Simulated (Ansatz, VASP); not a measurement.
**Two plane-wave programs on CoSi2**

INCAR

```
SYSTEM = CoSi2
PREC = Accurate
ENCUT = 520
EDIFF = 1E-6
ISMEAR = 0
SIGMA = 0.15
LREAL = .FALSE.
LASPH = .TRUE.
NELM = 80
ALGO = Normal
ISIF = 2
LWAVE = .FALSE.
LCHARG = .FALSE.
GGA = PE
NBANDS = 16
```

Contents of KPOINTS:

```
regular mesh
0
G
  12 12 12
  0 0 0
```

The input POSCAR:

```
CoSi2
1.0
    0.0000000000      2.6801763726      2.6801763726
    2.6801763726      0.0000000000      2.6801763726
    2.6801763726      2.6801763726      0.0000000000
Co Si
1 2
Direct
    0.0000000000      0.0000000000      0.0000000000
    0.2194049986      0.2194049986      0.2805950014
    0.7805950014      0.7805950014      0.7194049986
```

Input for Ansatz:

```yaml
crystal:
  lattice:
    - [0.0, 2.6801763726, 2.6801763726]
    - [2.6801763726, 0.0, 2.6801763726]
    - [2.6801763726, 2.6801763726, 0.0]
  atoms:
    - { symbol: Co, position: [0.0, 0.0, 0.0] }
    - { symbol: Si, position: [0.2194049986, 0.2194049986, 0.2805950014] }
    - { symbol: Si, position: [0.7805950014, 0.7805950014, 0.7194049986] }
basis:
  ecutwfc: 520.0
kpoints:
  mp_grid: { grid: [12, 12, 12] }
hamiltonian:
  xc: pbe
  pseudopotentials: { kind: paw, azcp: { folder: soft_1 } }
scf:
  occupations: { method: gaussian, width: 0.15 }
output:
  forces: true
  stress: true
  eigenvalues: true
```

Change from the starting cell: mode 6 frozen in at -0.164 Å, strain +e along z and -e/2 along x and y +0.0000.

Alike in both runs: task single point; functional PBE; k mesh 12 × 12 × 12; occupations gaussian, width 0.15 eV; no spin polarisation.

|  | VASP | Ansatz |
| --- | --- | --- |
| version | VASP 6.6.1 | Ansatz 0.2.0 |
| potentials or method | VASP PAW PBE potentials, release 64 (Co, Si), cutoff 520 eV | scalar-relativistic, plane waves, PAW |
| valence electrons in the cell | 17 | 25 |

```csv
,VASP,Ansatz,Ansatz less VASP
gap on the k mesh at the Fermi level (eV),none,none,-
pressure (GPa),4.3,4.5,+0.22
"traceless stress, the component that is largest in VASP (GPa)",11.94,11.95,+0.010
rms of the force components (eV/Å),1.037,1.039,+0.0029
```

Atom by atom the forces differ by 0.003 eV/Å (rms over components). A gap of «none» marks a metal or a gap that the smearing closes. VASP's potentials hold 17 valence electrons a cell and Ansatz's 25, so a difference there can come from the potentials and not from the codes.
